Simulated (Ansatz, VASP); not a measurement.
# GaAs in VASP and in Ansatz

```
CELL_PARAMETERS angstrom
0.00000 2.85838 2.85838
2.85838 0.00000 2.85838
2.85838 2.85838 0.00000
ATOMIC_POSITIONS crystal
Ga 0.00000 0.00000 0.00000
As 0.75000 0.75000 0.75000
```

Alike in both runs: task single point; functional PBE; k mesh 8 × 8 × 8; occupations gaussian, width 0.05 eV; no spin polarisation.

|  | VASP | Ansatz |
| --- | --- | --- |
| version | VASP 6.6.1 | Ansatz 0.2.0 |
| potentials or method | VASP PAW PBE potentials, release 64 (Ga_d, As), cutoff 500 eV | scalar-relativistic, plane waves, PAW |
| valence electrons in the cell | 18 | 28 |

|  | VASP | Ansatz | Ansatz less VASP |
| --- | --- | --- | --- |
| gap on the k mesh at the Fermi level (eV) | 0.27 | 0.27 | -0.003 |
| least direct gap on the mesh (eV) | 0.27 | 0.27 | -0.003 |
| pressure (GPa) | 1.1 | 0.9 | -0.15 |

With one functional, cell and mesh, what is left measures potentials, basis and numerics. VASP's potentials hold 18 valence electrons a cell and Ansatz's 28, so a difference there can come from the potentials and not from the codes.
